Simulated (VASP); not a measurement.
WS2, 6 atoms in the cell. Symmetry: P6_3/mmc, No. 194, hexagonal system. Conventional cell: a = 3.182 Å, b = 3.182 Å, c = 13.063 Å, α = 90.00°, β = 90.00°, γ = 120.00°. W (site symmetry -6m2) has 6 S at 2.41 Å and 6 W at 3.18 Å within 3.2 Å. Within 3.2 Å of S (site symmetry 3m) lie 3 W at 2.41 Å and 7 S at 3.12 to 3.18 Å. 

- Program: VASP 6.6.1
- Task: single point
- Functional: r2SCAN
- Potentials or basis: VASP PAW PBE potentials, release 64 (W_sv, S)
- Cutoff: 550 eV
- k mesh: 12 × 12 × 2
- Occupations: fermi-dirac, width 0.02 eV
- Spin: no spin polarisation
- Dipole correction: no
- Further INCAR settings: ALGO = Normal; EDIFF = 1e-06; NBANDS = 35

Potentials or basis: VASP PAW PBE potentials, release 64 (W_sv, S).

Command:

```sh
$ cat potpaw_PBE.64/W_sv/POTCAR potpaw_PBE.64/S/POTCAR > POTCAR
$ cp INCAR.step1 INCAR
$ mpirun -np 1 vasp_std > vasp.out
$ cp INCAR.step2 INCAR
$ mpirun -np 1 vasp_std > vasp.out
```

Hardware: 1 thread of Intel Xeon 8259CL, with other jobs on the host.

Task: Estimate the wall time of this run.

Result: Run time: 13 min on 1 thread of Intel Xeon 8259CL, on a shared host, peak memory 0.33 GiB. Counts: k points 38.
